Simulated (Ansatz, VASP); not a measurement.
B12N11: VASP beside Ansatz

```
CELL_PARAMETERS angstrom
-3.72572 3.57842 -3.28858
3.72234 3.57830 -3.28485
-0.00325 -1.42055 -6.56159
ATOMIC_POSITIONS crystal
B 0.16292 0.82864 0.49772
B 0.58143 0.91616 0.25219
B 0.83533 0.17120 0.49654
B 0.50553 0.50122 0.49731
B 0.25031 0.24716 0.25183
B 0.00351 0.98128 0.00719
B 0.74475 0.74929 0.75298
B 0.66630 0.33202 0.00207
B 0.41814 0.08388 0.75233
B 0.93212 0.59799 0.23666
B 0.31626 0.66989 0.01022
B 0.08344 0.41033 0.75259
N 0.33151 0.99731 0.33463
N 0.75361 0.07722 0.08657
N 0.00395 0.34262 0.32711
N 0.67698 0.67001 0.32854
N 0.41162 0.41950 0.08723
N 0.16604 0.15561 0.84117
N 0.91275 0.91754 0.58211
N 0.83255 0.49828 0.83385
N 0.58539 0.25115 0.58470
N 0.49031 0.83213 0.84268
N 0.25184 0.57855 0.58270
```

Alike in both runs: functional PBE; dispersion D3(BJ); k mesh 4 × 4 × 4; occupations gaussian, width 0.1 eV; no spin polarisation.

Ansatz relaxed the structure, and its values are those at the end. VASP's run is a single point on that final structure, the one shown.

|  | VASP | Ansatz |
| --- | --- | --- |
| version | VASP 6.6.1 | Ansatz 0.2.0 |
| potentials or method | VASP PAW PBE potentials, release 64 (B, N), cutoff 520 eV | scalar-relativistic, plane waves, PAW |
| valence electrons in the cell | 91 | 91 |

Ansatz gave:

```
gap on the k mesh at the Fermi level (eV) : none
pressure (GPa)                            : -0.1
rms of the force components (eV/Å)        : 0.012
```

Problem. Which values does VASP return?

Solution. gap on the k mesh at the Fermi level (eV): none; pressure (GPa): 0.0; rms of the force components (eV/Å): 0.012.

A gap of «none» marks a metal or a gap that the smearing closes.
